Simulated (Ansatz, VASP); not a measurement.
# Two plane-wave programs on NaH

```
CELL_PARAMETERS angstrom
0.07479 2.59692 2.59692
2.59692 0.07479 2.59692
2.67171 2.67171 0.00000
ATOMIC_POSITIONS crystal
Na 0.00557 0.00557 0.99443
H 0.24443 0.24443 0.25557
```

Change from the starting cell: shear_xy strain +5.8%.

Alike in both runs: task single point; functional r2SCAN; k mesh 8 × 8 × 8; no spin polarisation.

```csv
,VASP,Ansatz
version,VASP 6.6.1,Ansatz 0.2.0
potentials or method,"VASP PAW PBE potentials, release 64 (Na_pv, H)","plane waves, PAW"
plane-wave cutoff (eV),520,500
occupations,"gaussian, width 0.01 eV",fixed
valence electrons in the cell,8,10
```

VASP gave:

```
gap on the k mesh at the Fermi level (eV)                     : 3.91
pressure (GPa)                                                : -0.2
traceless stress, the component that is largest in VASP (GPa) : -0.83
```

What did Ansatz give for the same quantities?

gap on the k mesh at the Fermi level (eV): 3.90; pressure (GPa): 0.0; traceless stress, the component that is largest in VASP (GPa): -0.80.

VASP's potentials were made for PBE, not for r2SCAN. VASP's potentials hold 8 valence electrons a cell and Ansatz's 10, so a difference there can come from the potentials and not from the codes.
